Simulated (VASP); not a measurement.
# As (P-3m1) in VASP: further runs

Runs on As. Level: PBE. Tasks: single point, relaxation of cell and atoms.

Program: VASP 6.6.1. These are calculated values, not measurements. Logs are shortened: lines on timing, memory, paths and dates and some standing lists are left out, and cuts for length are marked.

## (1) The cell of the first run

It takes space group P-3m1 (No. 164, trigonal). Conventional cell: a = 3.608 Å, b = 3.608 Å, c = 12.029 Å, α = 90.00°, β = 90.00°, γ = 120.00°. As (site symmetry 3m) has 3 As at 2.50 Å within 3.3 Å. Within 3.3 Å of As (site symmetry 3m) lie 3 As at 2.50 Å.

## (2) Single point, PBE

The input, INCAR:

```
SYSTEM = As
PREC = Accurate
ENCUT = 520
EDIFF = 1E-7
ISMEAR = 0
SIGMA = 0.1
LREAL = .False.
LASPH = .True.
NELM = 80
ALGO = Normal
ISIF = 2
LWAVE = .False.
LCHARG = .False.
GGA = PE
NBANDS = 30
```

The input, KPOINTS:

```
regular mesh
0
Gamma
  4 2 1
  0 0 0
```

The input, POSCAR:

```
As
1.0
    1.8041395574     -3.1248613774      0.0000000000
   -5.4124186722     -3.1248613774      0.0000000000
    0.0000000000      0.0000000000    -12.0291915137
As
8
Direct
    0.0000000000      0.0000000000      0.2003335126
    0.5000000000      0.5000000000      0.2003335126
    0.0000000000      0.0000000000      0.7996664874
    0.5000000000      0.5000000000      0.7996664874
    0.5000000000      0.8333333333      0.3159339450
    1.0000000000      0.3333333333      0.3159339450
    0.0000000000      0.6666666667      0.6840660550
    0.5000000000      0.1666666667      0.6840660550
```

Potentials or basis: VASP PAW PBE potentials, release 64 (As).

On the command line:

```
> cat potpaw_PBE.64/As/POTCAR > POTCAR
> mpirun -np 1 vasp_std > vasp.out
```

OUTCAR:

```text
SYSTEM = As
   PREC = Accurate
   ENCUT = 520
   EDIFF = 1E-7
   ISMEAR = 0
   LREAL = .False.
   LASPH = .True.
   NELM = 80
   ISIF = 2
   GGA = PE

 ion  position               nearest neighbor table
   1  0.000  0.000  0.200-   6 2.50   5 2.50   5 2.50
   2  0.500  0.500  0.200-   5 2.50   6 2.50   6 2.50
   3  0.000  0.000  0.800-   7 2.50   8 2.50   8 2.50
   4  0.500  0.500  0.800-   8 2.50   7 2.50   7 2.50
   5  0.500  0.833  0.316-   2 2.50   1 2.50   1 2.50
   6  0.000  0.333  0.316-   1 2.50   2 2.50   2 2.50
   7  0.000  0.667  0.684-   3 2.50   4 2.50   4 2.50
   8  0.500  0.167  0.684-   4 2.50   3 2.50   3 2.50

  LATTYP: Found a simple orthorhombic cell.
 ALAT       =     3.6082791148
 B/A-ratio  =     1.7320508076
 C/A-ratio  =     3.3337752238

  Lattice vectors:

 A1 = (   1.8041395574,  -3.1248613774,   0.0000000000)
 A2 = (  -5.4124186722,  -3.1248613774,   0.0000000000)
 A3 = (   0.0000000000,   0.0000000000, -12.0291915137)

Analysis of symmetry for initial positions (statically):
=====================================================================
 Subroutine PRICEL returns following result:

  LATTYP: Found a hexagonal cell.
 ALAT       =     3.6082791148
 C/A-ratio  =     3.3337752238

  Lattice vectors:

 A1 = (  -1.8041395574,   3.1248613774,   0.0000000000)
 A2 = (   3.6082791148,   0.0000000000,   0.0000000000)
 A3 = (   0.0000000000,   0.0000000000, -12.0291915137)

   2 primitive cells build up your supercell.

 Routine SETGRP: Setting up the symmetry group for a
 simple orthorhombic supercell.

 Subroutine GETGRP returns: Found  4 space group operations
 (whereof  4 operations were pure point group operations)
 out of a pool of  8 trial point group operations.

The static configuration has the point symmetry C_2h.

Analysis of symmetry for dynamics (positions and initial velocities):
=====================================================================
 Subroutine PRICEL returns following result:

  LATTYP: Found a hexagonal cell.
 ALAT       =     3.6082791148
 C/A-ratio  =     3.3337752238

  Lattice vectors:
[... 96 lines left out ...]
   LASPH  =      T    aspherical Exc in radial PAW
   ENCUT  =  520.0 eV  38.22 Ry    6.18 a.u.   6.71 11.62 22.37*2*pi/ulx,y,z
   NELM   =     80;   NELMIN=  2; NELMDL= -5     # of ELM steps
   EDIFF  = 0.1E-06   stopping-criterion for ELM
   LREAL  =      F    real-space projection
   EDIFFG = 0.1E-05   stopping-criterion for IOM
   NSW    =      0    number of steps for IOM
   IBRION =     -1    ionic relax: 0-MD 1-quasi-New 2-CG
   NFREE  =      0    steps in history (QN), initial steepest desc. (CG)
   ISIF   =      2    stress and relaxation
   ISYM   =      2    0-nonsym 1-usesym 2-fastsym
   POTIM  = 0.5000    time-step for ionic-motion
   TEBEG  =    0.0;   TEEND  =   0.0 temperature during run
   PSTRESS=    0.0 pullay stress
   NELECT =      40.0000    total number of electrons
   NUPDOWN=      -1.0000    fix difference up-down
   EMIN   =  10.00;   EMAX   =-10.00  energy-range for DOS
   EFERMI =   0.00;   METHOD = LEGACY
   ISMEAR =     0;   SIGMA  =   0.10  broadening in eV -4-tet -1-fermi 0-gaus
   EFERMI_NEDOS =   21; number of points for ismear=-14 and -15
   IALGO  =     38    algorithm
   IMIX   =      4    mixing-type and parameters
     AMIX     =   0.40;   BMIX     =  1.00
     AMIX_MAG =   1.60;   BMIX_MAG =  1.00
  volume/ion in A,a.u.               =      33.91       228.83
  Fermi-wavevector in a.u.,A,eV,Ry     =   0.864893  1.634411 10.177701  0.748040
  Thomas-Fermi vector in A             =   1.983057
   LORBIT       =      0    0 simple, 1 ext, 2 COOP (PROOUT), +10 PAW based schemes
   GGA     = PE    functional components
   LHFCALC =     F    Hartree Fock is set to
   AEXX    =    0.0000 exact exchange contribution
   IVDW    =     0    specifies the selected vdW correction
   LEPSILON=     F    determine dielectric tensor
   LRPA    =     F    only Hartree local field effects (RPA)
 non-spin polarized calculation
 Gauss-broadening in eV      SIGMA  =   0.10
  energy-cutoff  :      520.00
  volume of cell :      271.27
 maximum number of plane-waves:      7319
 NGX is ok and might be reduce to    28

 number of electron      39.9999999 magnetization

 Free energy of the ion-electron system (eV)
  ---------------------------------------------------
  ext. energy  EPLUGINS =         0.00000000
  ---------------------------------------------------
  free energy    TOTEN  =       -37.05364939 eV

  energy without entropy =      -37.05364939  energy(sigma->0) =      -37.05364939

 E-fermi :   1.3767     XC(G=0):  -7.4923

 val. band max:        0.9012882694   @ k =   0.2500  -0.0000   0.0000
 cond. band min:       2.5051256376   @ k =   0.0000   0.5000   0.0000
 fundamental gap:      1.6038373682
 Fermi energy:         1.3766656492

 k-point     1 :       0.0000    0.0000    0.0000
  band No.  band energies     occupation
      1     -12.5992      2.00000
      2     -12.5849      2.00000
      3     -10.1732      2.00000
      4     -10.1694      2.00000
      5      -8.2299      2.00000
      6      -8.2231      2.00000
[... 187 lines left out ...]
     29       5.3360      0.00000
     30       5.3415      0.00000

------------------------ aborting loop because EDIFF is reached ----------------------------------------

  FORCE on cell =-STRESS in cart. coord.  units (eV):
  Direction    XX          YY          ZZ          XY          YZ          ZX
  --------------------------------------------------------------------------------------
  -------------------------------------------------------------------------------------
  Total        0.1480701      1.4144999      0.6540830     -1.0967604     -0.0548936     -0.0950789
  in kB        0.8745421      8.3544178      3.8631903     -6.4777624     -0.3242162     -0.5615617
  external PRESSURE =       4.3640501 kB  Pullay stress =       0.0000000 kB

 VOLUME and BASIS-vectors are now :
 -----------------------------------------------------------------------------
  energy-cutoff  :      520.00
  volume of cell :      271.27
      direct lattice vectors                 reciprocal lattice vectors
     1.804139557 -3.124861377  0.000000000     0.138570211 -0.240010647  0.000000000
    -5.412418672 -3.124861377  0.000000000    -0.138570211 -0.080003549  0.000000000
     0.000000000  0.000000000-12.029191514     0.000000000  0.000000000 -0.083131106

 POSITION                                       TOTAL-FORCE (eV/Angst)
 -----------------------------------------------------------------------------------
      0.00000      0.00000     -2.40985        -0.019729     -0.011390      0.090991
     -1.80414     -3.12486     -2.40985        -0.019729     -0.011390      0.090991
      0.00000      0.00000     -9.61934         0.019729      0.011390     -0.090991
     -1.80414     -3.12486     -9.61934         0.019729      0.011390     -0.090991
     -3.60828     -4.16648     -3.80043         0.020117      0.011615     -0.097116
     -1.80414     -1.04162     -3.80043         0.020117      0.011615     -0.097116
     -3.60828     -2.08324     -8.22876        -0.020117     -0.011615      0.097116
     -0.00000     -2.08324     -8.22876        -0.020117     -0.011615      0.097116
 -----------------------------------------------------------------------------------
    total drift:                                0.000000      0.000000     -0.000000

  FREE ENERGIE OF THE ION-ELECTRON SYSTEM (eV)
  ---------------------------------------------------
  free  energy   TOTEN  =       -37.0536493865 eV

  energy  without entropy=      -37.0536493865  energy(sigma->0) =      -37.05364939
```

OSZICAR:

```text
N       E                     dE             d eps       ncg     rms          rms(c)
DAV:   1     0.190487549934E+03    0.19049E+03   -0.14825E+04   360   0.107E+03
DAV:   2    -0.180054412226E+02   -0.20849E+03   -0.20139E+03   476   0.169E+02
DAV:   3    -0.368428770313E+02   -0.18837E+02   -0.18669E+02   426   0.553E+01
DAV:   4    -0.372839593527E+02   -0.44108E+00   -0.43941E+00   500   0.894E+00
DAV:   5    -0.372914014789E+02   -0.74421E-02   -0.74381E-02   458   0.113E+00    0.659E+00
DAV:   6    -0.371320727600E+02    0.15933E+00   -0.90085E-02   428   0.113E+00    0.391E+00
DAV:   7    -0.370492433579E+02    0.82829E-01   -0.18439E-01   410   0.163E+00    0.241E-01
DAV:   8    -0.370529790561E+02   -0.37357E-02   -0.72703E-03   444   0.346E-01    0.665E-02
DAV:   9    -0.370535160793E+02   -0.53702E-03   -0.58090E-04   444   0.108E-01    0.369E-02
DAV:  10    -0.370536158462E+02   -0.99767E-04   -0.14672E-04   424   0.490E-02    0.786E-03
DAV:  11    -0.370536419609E+02   -0.26115E-04   -0.25425E-05   434   0.207E-02    0.372E-03
DAV:  12    -0.370536486542E+02   -0.66933E-05   -0.92078E-06   414   0.130E-02    0.194E-03
DAV:  13    -0.370536493475E+02   -0.69335E-06   -0.40546E-07   474   0.284E-03    0.421E-04
DAV:  14    -0.370536493865E+02   -0.38938E-07   -0.55086E-08   322   0.120E-03
   1 F= -.37053649E+02 E0= -.37053649E+02  d E =-.241424E-11
```

stdout:

```text
POSCAR found type information on POSCAR As
 POSCAR found :  1 types and       8 ions
 scaLAPACK will be used
 LDA part: xc-table for (Slater+PW92), standard interpolation
 POSCAR, INCAR and KPOINTS ok, starting setup
 FFT: planning ... GRIDC
 FFT: planning ... GRID_SOFT
 FFT: planning ... GRID
 WAVECAR not read
 entering main loop
```

Run time: 76 s. Hardware: 1 thread of Intel Xeon Platinum 8375C at 2.90GHz (Ice Lake), shared host; peak memory 0.32 GiB.

Results:

| Quantity | Value |
| --- | --- |
| Free energy | -37.0536 eV |
| Pressure | 0.4 GPa |
| Largest force | 0.100 eV/Å |
| Band gap on the k mesh | 1.60 eV |

Forces on the atoms (eV/Å):
```
As  -0.020 -0.011  0.091
As  -0.020 -0.011  0.091
As   0.020  0.011 -0.091
As   0.020  0.011 -0.091
As   0.020  0.012 -0.097
As   0.020  0.012 -0.097
As  -0.020 -0.012  0.097
As  -0.020 -0.012  0.097
```

Stress tensor (GPa, compression positive):
```
 0.09 -0.65 -0.06
-0.65  0.84 -0.03
-0.06 -0.03  0.39
```

Levels at points of the mesh, in eV from the valence-band top:
| k point | band 18 | band 19 | band 20 | band 21 | band 22 | band 23 |
| --- | --- | --- | --- | --- | --- | --- |
| (0.00, 0.00, 0.00) | -0.05 | -0.05 | -0.02 | 1.67 | 1.88 | 1.97 |
| (0.50, 0.00, 0.00) | -1.15 | -0.99 | -0.99 | 2.59 | 2.59 | 2.66 |
| (0.00, 0.50, 0.00) | -0.70 | -0.17 | -0.17 | 1.60 | 1.60 | 1.85 |
| (0.50, 0.50, 0.00) | -1.62 | -1.52 | -1.52 | 1.88 | 1.88 | 1.97 |

Caveat: the k points lie up to 0.52 Å⁻¹ apart; an odd mesh through Γ misses points on the zone boundary, where band edges can lie; this functional lacks dispersion, which binds the layers, so the pressure and a relaxed spacing across them are unreliable.

## (3) Relaxation of cell and atoms, PBE

This run uses another cell than the first one: it holds 4 atoms, not 8.

The input, INCAR:

```
PREC = Accurate ; ENCUT = 600
EDIFF = 1E-6 ; ISMEAR = 0
SIGMA = 0.1 ; LREAL = False
LASPH = True ; NELM = 60
ALGO = Normal ; ISIF = 3
LWAVE = False ; LCHARG = False
GGA = PE ; IBRION = 2
NSW = 90 ; EDIFFG = -0.04
```

The input, KPOINTS:

```
regular mesh
0
Gamma
  6 6 4
```

The input, POSCAR:

```
As
1.0
    3.5652320600      0.0000000000      0.0000000000
   -1.7826160300      3.0875815300      0.0000000000
    0.0000000000      0.0000000000      5.9404697000
As
4
Direct
    0.0000000000      0.0000000000      0.8025568000
    0.0000000000      0.0000000000      0.1974432000
    0.3333333300      0.6666666700      0.6146058900
    0.6666666700      0.3333333300      0.3853941100
```

Potentials or basis: VASP PAW PBE potentials, release 64 (As).

On the command line:

```
> cat potpaw_PBE.64/As/POTCAR > POTCAR
> mpirun -np 1 vasp_std > vasp.out
```

It took 5.9 min on 1 thread of Intel Xeon Platinum 8375C at 2.90GHz (Ice Lake), shared host; peak memory 0.19 GiB.

Results (log left out):

| Property | Result |
| --- | --- |
| Free energy | -18.5919 eV |
| Relaxed volume | 28.66 Å³/atom |
| Relaxed cell | a = 3.664 Å, b = 3.664 Å, c = 9.861 Å, α = 90.00°, β = 90.00°, γ = 120.00° |
| Space group after relaxing (to 0.1 Å) | P-3m1 (No. 164) |
| Energy gained by relaxing | 1055.3 meV/atom |
| Ionic steps | 17 |
| Pressure after relaxing | 0.0 GPa |
| Largest force after relaxing | 0.010 eV/Å |
| Band gap on the k mesh | zero (bands 10 and 11 overlap by 0.06 eV) |

Forces in eV/Å, atoms in the order of the input:
```
As   0.000  0.000 -0.010
As   0.000  0.000  0.010
As   0.000  0.000  0.006
As   0.000  0.000 -0.006
```

Stress tensor (GPa, compression positive):
```
-0.01  0.00  0.00
 0.00 -0.01  0.00
 0.00  0.00  0.10
```

The path:
| step | energy change (eV) | largest force (eV/Å) | pressure (GPa) | volume (Å³) |
| --- | --- | --- | --- | --- |
| 1 | 0.0000 | 2.0412 | 51.99 | 65.39 |
| 2 | -2.0237 | 0.9093 | -10.28 | 129.54 |
| 3 | -3.5523 | 0.8136 | -0.07 | 95.23 |
| 4 | -3.5527 | 0.8081 | 0.40 | 94.56 |
| 5 | -3.6484 | 0.5830 | -0.05 | 95.45 |
| 6 | -3.8587 | 0.2418 | 0.80 | 97.98 |
| 7 | -3.0399 | 2.5302 | 6.83 | 102.47 |
| 8 | -3.8353 | 0.6694 | 1.55 | 98.42 |
| 9 | -3.8876 | 0.7831 | 0.94 | 100.16 |
| 10 | -3.9676 | 1.0269 | 0.03 | 105.19 |
| 11 | -3.9560 | 1.4059 | 0.67 | 114.40 |
| 12 | -4.1538 | 0.2431 | -1.70 | 119.09 |
| 13 | -4.1599 | 0.0931 | -2.14 | 119.94 |
| 14 | -4.2163 | 0.1496 | -0.77 | 116.04 |
| 15 | -4.2189 | 0.1712 | -0.39 | 115.10 |
| 16 | -4.2205 | 0.0848 | 0.26 | 114.41 |
| 17 | -4.2212 | 0.0098 | 0.03 | 114.65 |

Final structure:
```cif
data_structure
_symmetry_space_group_name_H-M 'P 1'
_symmetry_Int_Tables_number 1
_cell_length_a 3.6640
_cell_length_b 3.6640
_cell_length_c 9.8612
_cell_angle_alpha 90.000
_cell_angle_beta 90.000
_cell_angle_gamma 120.000
_cell_volume 114.65
loop_
_atom_site_label
_atom_site_type_symbol
_atom_site_fract_x
_atom_site_fract_y
_atom_site_fract_z
_atom_site_occupancy
As1 As 0.00000 0.00000 0.79203 1
As2 As 0.00000 0.00000 0.20797 1
As3 As 0.33333 0.66667 0.65289 1
As4 As 0.66667 0.33333 0.34711 1
```

Levels at points of the mesh, in eV from the Fermi level:
```
           k point  band 6  band 7  band 8  band 9  band 10  band 11  band 12  band 13  band 14
(0.00, 0.00, 0.00)   -1.22   -1.22   -1.20   -1.20     0.13     0.29     1.31     2.18     2.18
(0.50, 0.00, 0.00)   -4.12   -3.07   -2.89   -2.88    -2.15     0.64     1.13     1.48     2.94
(0.00, 0.00, 0.50)   -1.24   -1.24   -1.18   -1.18    -1.06     0.76     1.30     2.13     2.13
(0.50, 0.00, 0.50)   -4.18   -3.12   -3.06   -2.91    -1.97     0.47     1.30     1.56     3.07
```

Caveat: the volume moved by over 15 % at a fixed basis, so the end points are rough; this functional lacks dispersion, which binds the layers, so the pressure and a relaxed spacing across them are unreliable.

(Continued in part 2 of 2.)
